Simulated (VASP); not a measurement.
Write the native input for VASP 6.6.1 that does the following.

```
Task                   : single point
Functional             : PBE
Potentials or basis    : VASP PAW PBE potentials, release 64 (Ba_sv, Ti_sv, O)
Cutoff                 : 520 eV
k mesh                 : 8 × 8 × 8
Occupations            : gaussian, width 0.02 eV
Spin                   : no spin polarisation
Dipole correction      : no
Further INCAR settings : ALGO = Normal; EDIFF = 1e-06; NBANDS = 28
```

The structure of BaTiO3 lies in POSCAR:

```
BaTiO3
1.0
    4.0192481742      0.0000000000      0.0000000000
    0.0000000000      4.0192481742      0.0000000000
    0.0000000000      0.0000000000      4.0192481742
Ba Ti O
1 1 3
Direct
    0.5000000000      0.5000000000      0.5000000000
    0.0000000000      0.0000000000      0.0000000000
    0.5000000000      0.0000000000      0.0000000000
    0.0000000000      0.5000000000      0.0000000000
    0.0000000000      0.0000000000      0.5000000000
```

One way to write it, as run:

INCAR

```
SYSTEM = BaTiO3
  ALGO = Normal
  EDIFF = 1E-6
  ENCUT = 520
  GGA = PE
  ISIF = 2
  ISMEAR = 0
  LASPH = .True.
  LCHARG = .True.
  LELF = .True.
  LREAL = .False.
  LVHAR = .True.
  LWAVE = .False.
  NBANDS = 28
  NELM = 100
  PREC = Accurate
  SIGMA = 0.02
```

KPOINTS

```
k-points
0
Gamma
  8 8 8
  0 0 0
```

Potentials or basis: VASP PAW PBE potentials, release 64 (Ba_sv, Ti_sv, O).

Launch:

```bash
$ cat potpaw_PBE.64/Ba_sv/POTCAR potpaw_PBE.64/Ti_sv/POTCAR potpaw_PBE.64/O/POTCAR > POTCAR
$ mpirun -np 1 vasp_std > vasp.out
```

Results of the run:

```
Pressure               : 1.7 GPa
Band gap on the k mesh : 1.72 eV, indirect (least direct gap 1.88 eV)
```

Caveat: spin-orbit coupling is left out, which moves the levels of the heavy elements.

It took 56 s on 1 thread of Intel Xeon 6975P-C, with other jobs on the host, peak memory 0.21 GiB.
